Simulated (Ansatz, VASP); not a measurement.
## Two plane-wave programs on In

Contents of INCAR:

```
AGGAC = 1.0
AGGAX = 1.0
ALDAC = 0.0
ALDAX = 1.0
ALGO = Normal
EDIFF = 1E-6
ENCUT = 520
GGA = B5
ISIF = 2
ISMEAR = -1
LASPH = True
LCHARG = False
LREAL = False
LWAVE = False
NBANDS = 12
NELM = 80
PREC = Accurate
SIGMA = 0.1
```

KPOINTS

```
k-points
0
Gamma
  18 18 18
```

POSCAR

```
In
1.0
   -1.9355816526      1.9355816526      1.9355816526
    1.9355816526     -1.9355816526      1.9355816526
    1.9355816526      1.9355816526     -1.9355816526
In
1
Direct
    0.0000000000      0.0000000000      0.0000000000
```

Input for Ansatz:

```yaml
crystal:
  lattice:
    - [-1.9355816526, 1.9355816526, 1.9355816526]
    - [1.9355816526, -1.9355816526, 1.9355816526]
    - [1.9355816526, 1.9355816526, -1.9355816526]
  atoms:
    - { symbol: In, position: [0.0, 0.0, 0.0] }
hamiltonian:
  xc: blyp
  pseudopotentials:
    kind: paw
    azcp:
      In: "pseudopotentials/In.paw.azcp"
basis:
  ecutwfc: 420
  fft_grid_basis: typed
kpoints:
  mp_grid: { grid: [18, 18, 18], shift: [0, 0, 0] }
magnetization:
  spin_polarized: false
scf:
  occupations: { method: fermi_dirac, width: 0.1 }
output:
  stress: true
```

Alike in both runs: task single point; functional BLYP; k mesh 18 × 18 × 18; occupations fermi-dirac, width 0.1 eV; no spin polarisation.

|  | VASP | Ansatz |
| --- | --- | --- |
| version | VASP 6.6.1 | Ansatz 0.2.0 |
| potentials or method | VASP PAW PBE potentials, release 64 (In_d), cutoff 520 eV | plane waves (420 eV) with PAW, scalar-relativistic |
| valence electrons in the cell | 13 | 13 |

Ansatz gave:

* pressure (GPa): 2.2

Question: What did VASP give for the same quantities?

Answer: Pressure (GPa): 2.1.

VASP's potentials were made for PBE, not for BLYP. With one functional, cell and mesh, what is left measures potentials, basis and numerics.
